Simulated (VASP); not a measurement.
## CdSe: relaxation of cell and atoms with r2SCAN

CdSe:

```
CELL_PARAMETERS angstrom
0.00000 3.01822 3.01822
3.01822 0.00000 3.01822
3.01822 3.01822 0.00000
ATOMIC_POSITIONS crystal
Cd 0.00000 0.00000 0.00000
Se 0.25000 0.25000 0.25000
```

```json
{
 "Program": "VASP 6.6.1",
 "Task": "relaxation of cell and atoms",
 "Functional": "r2SCAN",
 "Potentials or basis": "VASP PAW PBE potentials, release 64 (Cd, Se)",
 "Cutoff": "410 eV",
 "k mesh": "5 × 5 × 5",
 "Occupations": "gaussian, width 0.03 eV",
 "Spin": "non-collinear spin, zero start, spin-orbit coupling",
 "Starting moments": "[[0.0, 0.0, 0.0], [0.0, 0.0, 0.0]] μB",
 "Tolerance level": "screening",
 "Purpose": "cell",
 "Passes": "2",
 "Further INCAR settings": "ALGO = Normal; EDIFF = 1e-06"
}
```

| Property | Result |
| --- | --- |
| Relaxed volume | 28.81 Å³/atom |
| Relaxed cell | a = 4.336 Å, b = 4.336 Å, c = 4.336 Å, α = 60.00°, β = 60.00°, γ = 60.00° |
| Space group after relaxing (to 0.1 Å) | F-43m (No. 216) |
| Energy gained by relaxing | 13.4 meV/atom |
| Ionic steps | 5 |
| Pressure after relaxing | 0.0 GPa |
| Net moment | 0.00 μB per cell |
| Valence electrons inside the program's atomic spheres | Cd 10.28; Se 3.90 |

Step by step:
```
step  energy change (eV)  largest force (eV/Å)  pressure (GPa)  volume (Å³)
   1              0.0000                0.0000            2.73        54.99
   2             -0.0161                0.0000           -1.15        58.80
   3             -0.0207                0.0000            0.01        57.53
   4             -0.0267                0.0000            0.06        57.53
   5             -0.0267                0.0000           -0.03        57.62
```

Final structure:
```yaml
crystal:
  lattice:
    - [0.00000, 3.06568, 3.06568]
    - [3.06568, 0.00000, 3.06568]
    - [3.06568, 3.06568, 0.00000]
  atoms:
    - { symbol: Cd, position: [0.00000, 0.00000, 0.00000] }
    - { symbol: Se, position: [0.25000, 0.25000, 0.25000] }
```

Moments on the atoms (μB; x, y, z):
```
Cd  0.00 0.00 0.00
Se  0.00 0.00 0.00
```

Wall time 6.5 min on 8 MPI ranks on Intel(R) Xeon(R) Platinum 8375C CPU @ 2.90GHz (Ice Lake), with other jobs on the host, peak memory 0.34 GiB a rank.

Caveat: the k points lie up to 0.35 Å⁻¹ apart in the final cell; the PAW data sets were made with another functional, which shifts forces and pressure a little.
